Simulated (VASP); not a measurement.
# WS2 (Tungstenite) (P1) in VASP: settings compared

Aim: see how the results for WS2 (Tungstenite) move with the level of theory and the settings. Levels: PBE, r2SCAN. Tasks: single point.

Everything below comes from runs of VASP 6.6.1. Logs are shortened: lines on timing, memory, paths and dates and some standing lists are left out, and cuts for length are marked.

## (1) The cell of the first run

The typed cell holds 3 atoms: a = 6.640 Å, b = 6.640 Å, c = 6.640 Å, α = 28.24°, β = 28.24°, γ = 28.24°.

## (2) Single point, PBE

INCAR

```
SYSTEM = WS2
ALGO     = Normal         ! electronic algorithm
EDIFF    = 1E-7           ! SCF threshold, eV
ENCUT    = 520            ! plane-wave cutoff, eV
GGA      = PE             ! functional
ISIF     = 2              ! what is computed and relaxed
ISMEAR   = -1             ! smearing method
LASPH    = .TRUE.         ! aspherical terms in the spheres
LCHARG   = .FALSE.        ! write CHGCAR
LREAL    = .FALSE.        ! projectors in reciprocal space
LWAVE    = .FALSE.        ! write WAVECAR
NBANDS   = 20             ! bands
NELM     = 80             ! most SCF steps
PREC     = Accurate       ! precision mode
SIGMA    = 0.146          ! smearing width, eV
```

KPOINTS

```
k-points
0
G
  6 6 6
  0 0 0
```

POSCAR

```
WS2
1.0
    1.6199830000      0.9352980000      6.3715820000
   -1.6199830000      0.9352980000      6.3715820000
    0.0000000000     -1.8705960000      6.3715820000
W S
1 2
Direct
   -0.0093084615     -0.0062090462      0.0211630444
    0.2746248710      0.2046025313      0.2668355064
    0.3652275242      0.4305917903      0.4580338102
```

Potentials or basis: VASP PAW PBE potentials, release 64 (W_sv, S).

The run is started by

```bash
cat potpaw_PBE.64/W_sv/POTCAR potpaw_PBE.64/S/POTCAR > POTCAR
mpirun -np 1 vasp_std > vasp.out
```

OUTCAR:

```text
SYSTEM = WS2
   EDIFF = 1E-7
   ENCUT = 520
   GGA = PE
   ISIF = 2
   ISMEAR = -1
   LASPH = .TRUE.
   LREAL = .FALSE.
   NELM = 80
   PREC = Accurate

 ion  position               nearest neighbor table
   1  0.991  0.994  0.021-   3 2.41   3 2.41   2 2.42   2 2.50   3 2.54   2 2.57
   2  0.275  0.205  0.267-   1 2.42   1 2.50   1 2.57
   3  0.365  0.431  0.458-   1 2.41   1 2.41   1 2.54

  LATTYP: Found a trigonal (rhomboedric) cell.
 ALAT       =     6.6404957986
 COS(alpha) =     0.8809717220

  Lattice vectors:

 A1 = (   1.6199830000,   0.9352980000,   6.3715820000)
 A2 = (  -1.6199830000,   0.9352980000,   6.3715820000)
 A3 = (   0.0000000000,  -1.8705960000,   6.3715820000)

Analysis of symmetry for initial positions (statically):
=====================================================================
 Subroutine PRICEL returns:
 Original cell was already a primitive cell.

 Routine SETGRP: Setting up the symmetry group for a
 trigonal (rhombohedral) supercell.

 Subroutine GETGRP returns: Found  1 space group operations
 (whereof  1 operations were pure point group operations)
 out of a pool of 12 trial point group operations.

The static configuration has the point symmetry C_1 .

Analysis of symmetry for dynamics (positions and initial velocities):
=====================================================================
 Subroutine PRICEL returns:
 Original cell was already a primitive cell.

 Routine SETGRP: Setting up the symmetry group for a
 trigonal (rhombohedral) supercell.

 Subroutine GETGRP returns: Found  1 space group operations
 (whereof  1 operations were pure point group operations)
 out of a pool of 12 trial point group operations.

The dynamic configuration has the point symmetry C_1 .

 Subroutine INISYM returns: Found  1 space group operations
 (whereof  1 operations are pure point group operations),
 and found     1 'primitive' translations

----------------------------------------------------------------------------------------

                                     Primitive cell

  volume of cell :      57.9241

  direct lattice vectors                    reciprocal lattice vectors
     1.619983000  0.935298000  6.371582000     0.308645214  0.178196325  0.052315631
    -1.619983000  0.935298000  6.371582000    -0.308645214  0.178196325  0.052315631
     0.000000000 -1.870596000  6.371582000     0.000000000 -0.356392651  0.052315631

  length of vectors
     6.640495799  6.640495799  6.640495959     0.360212054  0.360212054  0.360211947

  position of ions in fractional coordinates (direct lattice)
     0.990691539  0.993790954  0.021163044
     0.274624871  0.204602531  0.266835506
     0.365227524  0.430591790  0.458033810

  ion indices of the primitive-cell ions
   primitive index   ion index
                 1           1
                 2           2
                 3           3

----------------------------------------------------------------------------------------

 KPOINTS: k-points

Automatic generation of k-mesh.
 Grid dimensions read from file:
 generate k-points for:    6    6    6

 Generating k-lattice:

  Cartesian coordinates                     Fractional coordinates (reciprocal lattice)
     0.051440869  0.029699388  0.008719272     0.166666667 -0.000000000 -0.000000000
    -0.051440869  0.029699388  0.008719272    -0.000000000  0.166666667 -0.000000000
     0.000000000 -0.059398775  0.008719272    -0.000000000 -0.000000000  0.166666667

  Length of vectors
     0.060035342  0.060035342  0.060035324

  Shift w.r.t. Gamma in fractional coordinates (k-lattice)
     0.000000000  0.000000000  0.000000000

 Subroutine IBZKPT returns following result:
 ===========================================

 Found    112 irreducible k-points:

 Following reciprocal coordinates:
            Coordinates               Weight
  0.000000  0.000000  0.000000      1.000000
  0.166667  0.000000  0.000000      2.000000
  0.000000  0.166667  0.000000      2.000000
  0.000000  0.000000  0.166667      2.000000
  0.333333  0.000000  0.000000      2.000000
  0.000000  0.333333  0.000000      2.000000
[... 16 lines left out ...]
 -0.166667  0.500000 -0.000000      2.000000
  0.166667  0.000000  0.500000      2.000000
 [... further k-points ...]
   k-points           NKPTS =    112   k-points in BZ     NKDIM =    112   number of bands    NBANDS=     20
   number of dos      NEDOS =    301   number of ions     NIONS =      3
   total plane-waves  NPLWV = 125000
   dimension x,y,z NGX =    50 NGY =   50 NGZ =   50
   dimension x,y,z NGXF=   100 NGYF=  100 NGZF=  100
   ions per type =               1   2
   NGX,Y,Z   is equivalent  to a cutoff of  12.52, 12.52, 12.52 a.u.
   NGXF,Y,Z  is equivalent  to a cutoff of  25.04, 25.04, 25.04 a.u.
 SYSTEM =  WS2
   PREC   = accura    normal or accurate (medium, high low for compatibility)
   ISTART =      0    job   : 0-new  1-cont  2-samecut
   ICHARG =      2    charge: 1-file 2-atom 10-const
   ISPIN  =      1    spin polarized calculation?
   LNONCOLLINEAR =      F non collinear calculations
   LSORBIT =      F    spin-orbit coupling
   LASPH  =      T    aspherical Exc in radial PAW
   ENCUT  =  520.0 eV  38.22 Ry    6.18 a.u.  12.35 12.35 12.35*2*pi/ulx,y,z
   NELM   =     80;   NELMIN=  2; NELMDL= -5     # of ELM steps
   EDIFF  = 0.1E-06   stopping-criterion for ELM
   LREAL  =      F    real-space projection
   EDIFFG = 0.1E-05   stopping-criterion for IOM
   NSW    =      0    number of steps for IOM
   IBRION =     -1    ionic relax: 0-MD 1-quasi-New 2-CG
   NFREE  =      0    steps in history (QN), initial steepest desc. (CG)
   ISIF   =      2    stress and relaxation
   ISYM   =      2    0-nonsym 1-usesym 2-fastsym
   POTIM  = 0.5000    time-step for ionic-motion
   TEBEG  =    0.0;   TEEND  =   0.0 temperature during run
   PSTRESS=    0.0 pullay stress
   NELECT =      26.0000    total number of electrons
   NUPDOWN=      -1.0000    fix difference up-down
   EMIN   =  10.00;   EMAX   =-10.00  energy-range for DOS
   EFERMI =   0.00;   METHOD = LEGACY
   ISMEAR =    -1;   SIGMA  =   0.15  broadening in eV -4-tet -1-fermi 0-gaus
   EFERMI_NEDOS =   21; number of points for ismear=-14 and -15
   IALGO  =     38    algorithm
   IMIX   =      4    mixing-type and parameters
     AMIX     =   0.40;   BMIX     =  1.00
     AMIX_MAG =   1.60;   BMIX_MAG =  1.00
  volume/ion in A,a.u.               =      19.31       130.30
  Fermi-wavevector in a.u.,A,eV,Ry     =   1.253467  2.368709 21.377200  1.571180
  Thomas-Fermi vector in A             =   2.387319
   LORBIT       =      0    0 simple, 1 ext, 2 COOP (PROOUT), +10 PAW based schemes
   GGA     = PE    functional components
   LHFCALC =     F    Hartree Fock is set to
   AEXX    =    0.0000 exact exchange contribution
   IVDW    =     0    specifies the selected vdW correction
   LEPSILON=     F    determine dielectric tensor
   LRPA    =     F    only Hartree local field effects (RPA)
 non-spin polarized calculation
  energy-cutoff  :      520.00
  volume of cell :       57.92
 maximum number of plane-waves:      1576
 NGX is ok and might be reduce to    50
   NGX = 25   NGY = 25   NGZ = 25

 number of electron      26.0000002 magnetization

 Free energy of the ion-electron system (eV)
  ---------------------------------------------------
  ext. energy  EPLUGINS =         0.00000000
  ---------------------------------------------------
  free energy    TOTEN  =       -23.42319716 eV

  energy without entropy =      -23.42017119  energy(sigma->0) =      -23.42168417

 E-fermi :   6.7657     XC(G=0): -10.5248

 val. band max:        6.3703095789   @ k =   0.5000   0.5000   0.5000
 cond. band min:       7.3914509474   @ k =  -0.1667   0.1667   0.0000
 fundamental gap:      1.0211413685
 Fermi energy:         6.7657040874

 k-point     1 :       0.0000    0.0000    0.0000
  band No.  band energies     occupation
      1     -68.3066      2.00000
      2     -32.4867      2.00000
      3     -32.3702      2.00000
      4     -32.3677      2.00000
      5      -8.5913      2.00000
      6      -6.9334      2.00000
[... 12 lines left out ...]
     19      14.0864      0.00000
     20      14.6979      0.00000

 k-point     2 :       0.1667    0.0000    0.0000
  band No.  band energies     occupation
      1     -68.3035      2.00000
      2     -32.4772      2.00000
      3     -32.4322      2.00000
      4     -32.3859      2.00000
      5      -8.1897      2.00000
      6      -6.7919      2.00000
[... 12 lines left out ...]
     19      14.6881      0.00000
     20      15.4016      0.00000

 k-point     3 :       0.0000    0.1667    0.0000
  band No.  band energies     occupation
      1     -68.3035      2.00000
      2     -32.4770      2.00000
      3     -32.4348      2.00000
      4     -32.3836      2.00000
      5      -8.1902      2.00000
      6      -6.7915      2.00000
[... 12 lines left out ...]
     19      14.8031      0.00000
     20      15.2733      0.00000

 k-point     4 :       0.0000    0.0000    0.1667
  band No.  band energies     occupation
      1     -68.3035      2.00000
      2     -32.4755      2.00000
      3     -32.4364      2.00000
      4     -32.3840      2.00000
      5      -8.1844      2.00000
      6      -6.7995      2.00000
[... 12 lines left out ...]
     19      14.8801      0.00000
     20      15.3371      0.00000

 k-point     5 :       0.3333    0.0000    0.0000
  band No.  band energies     occupation
      1     -68.2973      2.00000
      2     -32.5671      2.00000
      3     -32.4502      2.00000
      4     -32.4169      2.00000
      5      -7.2440      2.00000
      6      -6.4628      2.00000
[... 12 lines left out ...]
     19      13.4573      0.00000
     20      14.1230      0.00000
[... 353 lines left out ...]
      6      -6.2671      2.00000
[... 12 lines left out ...]
     19      13.8109      0.00000
     20      14.6765      0.00000

 k-point    22 :       0.0000    0.5000    0.1667
  band No.  band energies     occupation
      1     -68.2942      2.00000
      2     -32.5998      2.00000
      3     -32.4675      2.00000
      4     -32.4366      2.00000
      5      -6.6561      2.00000
      6      -6.2762      2.00000
[... 12 lines left out ...]
     19      14.0478      0.00000
     20      14.8089      0.00000

 k-point    23 :      -0.1667    0.5000   -0.0000
  band No.  band energies     occupation
      1     -68.2942      2.00000
      2     -32.6010      2.00000
      3     -32.4684      2.00000
      4     -32.4350      2.00000
      5      -6.6482      2.00000
      6      -6.2870      2.00000
[... 12 lines left out ...]
     19      14.2308      0.00000
     20      14.5819      0.00000

 k-point    24 :       0.1667    0.0000    0.5000
  band No.  band energies     occupation
      1     -68.2941      2.00000
      2     -32.6008      2.00000
      3     -32.4713      2.00000
      4     -32.4331      2.00000
      5      -6.6390      2.00000
      6      -6.2959      2.00000
[... 12 lines left out ...]
     19      14.1173      0.00000
     20      14.5012      0.00000

 [... further k-points ...]
[... 5 lines left out ...]
  --------------------------------------------------------------------------------------
  -------------------------------------------------------------------------------------
  Total       -2.5806370     -2.3029696     -2.8198816     -0.1363978      0.8731820      2.6111698
  in kB      -71.3803237    -63.7000539    -77.9978202     -3.7727575     24.1521809     72.2248607
  external PRESSURE =     -71.0260659 kB  Pullay stress =       0.0000000 kB

 VOLUME and BASIS-vectors are now :
 -----------------------------------------------------------------------------
  energy-cutoff  :      520.00
  volume of cell :       57.92
      direct lattice vectors                 reciprocal lattice vectors
     1.619983000  0.935298000  6.371582000     0.308645214  0.178196325  0.052315631
    -1.619983000  0.935298000  6.371582000    -0.308645214  0.178196325  0.052315631
     0.000000000 -1.870596000  6.371582000     0.000000000 -0.356392651  0.052315631

 POSITION                                       TOTAL-FORCE (eV/Angst)
 -----------------------------------------------------------------------------------
     -0.00502      1.81649     12.77914         0.087938     -0.379483     -0.953224
      0.11343     -0.05092      4.75360        -0.878180     -0.087511      1.541450
     -0.10589     -0.11247      7.98903         0.790242      0.466994     -0.588226
 -----------------------------------------------------------------------------------
    total drift:                                0.000007     -0.000009      0.000046

  FREE ENERGIE OF THE ION-ELECTRON SYSTEM (eV)
  ---------------------------------------------------
  free  energy   TOTEN  =       -23.4231971574 eV

  energy  without entropy=      -23.4201711861  energy(sigma->0) =      -23.42168417
```

Wall time 9.5 min (1 thread of Intel Xeon Platinum 8259CL at 2.50GHz (Skylake/Cascade Lake), shared host); peak memory 0.4 GiB.

What came out:

| Property | Result |
| --- | --- |
| Free energy | -23.4232 eV |
| Pressure | -7.1 GPa |
| Largest force | 1.776 eV/Å |
| Band gap on the k mesh | 1.02 eV, indirect (least direct gap 1.70 eV) |

Forces in eV/Å, atoms in the order of the input:
```
W    0.088 -0.379 -0.953
S   -0.878 -0.088  1.541
S    0.790  0.467 -0.588
```

Levels at points of the mesh, in eV from the valence-band top:
```
           k point  band 11  band 12  band 13  band 14  band 15  band 16
(0.00, 0.00, 0.00)    -1.93    -1.49    -0.88     1.80     2.08     2.33
(0.50, 0.00, 0.00)    -2.41    -1.64    -1.29     2.15     2.43     3.51
(0.00, 0.50, 0.00)    -2.55    -1.66    -1.35     2.15     2.39     3.21
(0.00, 0.00, 0.50)    -2.55    -1.61    -1.46     2.13     2.41     3.43
(0.50, 0.50, 0.00)    -2.93    -1.78    -1.36     2.10     2.57     3.17
(0.50, 0.00, 0.50)    -2.79    -1.82    -1.29     2.12     2.57     3.06
(0.00, 0.50, 0.50)    -3.07    -1.80    -1.20     2.12     2.60     2.94
(0.50, 0.50, 0.50)    -2.08    -1.85     0.00     1.80     2.10     2.24
```

Caveat: spin-orbit coupling is left out, which moves the levels of the heavy elements; forces of over 1 eV/Å act on the atoms, so gaps and moduli don't describe the material at rest. A k mesh can miss the band edges.

## (3) Single point, r2SCAN

This run uses another cell than the first one, of 18.11 Å³/atom, 0.938 times its volume.

POSCAR

```
WS2
1.0
    1.5858867090      0.9156121184      6.2374759783
   -1.5858867090      0.9156121184      6.2374759783
    0.0000000000     -1.8312242367      6.2374759783
W S
1 2
Direct
   -0.0212888438      0.0124367683      0.0152416792
    0.2179996934      0.2937465921      0.2332680466
    0.3922720015      0.4524780675      0.4135011896
```

INCAR.step1

```
SYSTEM = WS2
PREC = Accurate
ENCUT = 520
ISMEAR = -1
SIGMA = 0.146
LREAL = .FALSE.
LASPH = .TRUE.
NELM = 60
NBANDS = 20
GGA = PE
ALGO = Normal
EDIFF = 1E-4
LWAVE = .TRUE.
LCHARG = .FALSE.
```

INCAR.step2

```
SYSTEM = WS2
PREC = Accurate
ENCUT = 520
EDIFF = 1E-7
ISMEAR = -1
SIGMA = 0.146
LREAL = .FALSE.
LASPH = .TRUE.
NELM = 60
ALGO = Normal
ISIF = 2
LWAVE = .FALSE.
LCHARG = .FALSE.
METAGGA = R2SCAN
LMIXTAU = .TRUE.
NBANDS = 20
ISTART = 1
```

KPOINTS

```
regular mesh
0
G
  6 6 6
  0 0 0
```

Potentials or basis: VASP PAW PBE potentials, release 64 (W_sv, S).

The run is started by

```bash
cat potpaw_PBE.64/W_sv/POTCAR potpaw_PBE.64/S/POTCAR > POTCAR
cp INCAR.step1 INCAR
mpirun -np 1 vasp_std > vasp.out
cp INCAR.step2 INCAR
mpirun -np 1 vasp_std > vasp.out
```

It took 9.2 min on 1 thread of Intel Xeon 6975P-C (Granite Rapids), shared host; peak memory 0.42 GiB.

Results (log left out):

* Free energy: -69.9446 eV
* Pressure: -1.9 GPa
* Largest force: 1.891 eV/Å
* Band gap on the k mesh: 1.07 eV, indirect (least direct gap 2.04 eV)

Forces on the atoms (eV/Å):
```
W   -1.097  1.277 -0.862
S    0.648 -0.715  1.153
S    0.449 -0.562 -0.291
```

Stress tensor (GPa, compression positive):
```
 0.47 -0.73 -0.95
-0.73 -1.37  0.75
-0.95  0.75 -4.81
```

Levels at points of the mesh, in eV from the valence-band top:
```csv
k point,band 10,band 11,band 12,band 13,band 14,band 15,band 16,band 17
"(0.00, 0.00, 0.00)",-2.53,-1.77,-1.61,-1.16,2.00,2.35,2.81,2.92
"(0.50, 0.00, 0.00)",-4.07,-2.66,-2.04,-1.29,2.54,2.74,3.50,4.33
"(0.00, 0.50, 0.00)",-3.92,-2.81,-1.88,-1.60,2.49,2.79,3.87,4.26
"(0.00, 0.00, 0.50)",-4.18,-2.57,-1.91,-1.36,2.58,2.70,3.60,4.21
"(0.50, 0.50, 0.00)",-4.10,-3.10,-2.04,-1.30,2.53,2.94,3.23,4.60
"(0.50, 0.00, 0.50)",-3.84,-3.42,-1.94,-1.60,2.46,3.00,3.68,4.45
"(0.00, 0.50, 0.50)",-4.00,-3.19,-2.10,-1.29,2.50,2.96,3.27,4.62
"(0.50, 0.50, 0.50)",-3.31,-2.46,-1.68,0.00,2.06,2.22,2.68,3.03
```

Caveat: the PAW data sets were made with another functional, which shifts forces and pressure a little; spin-orbit coupling is left out, which moves the levels of the heavy elements. A k mesh can miss the band edges.

(Part 1 of 2 ends here.)
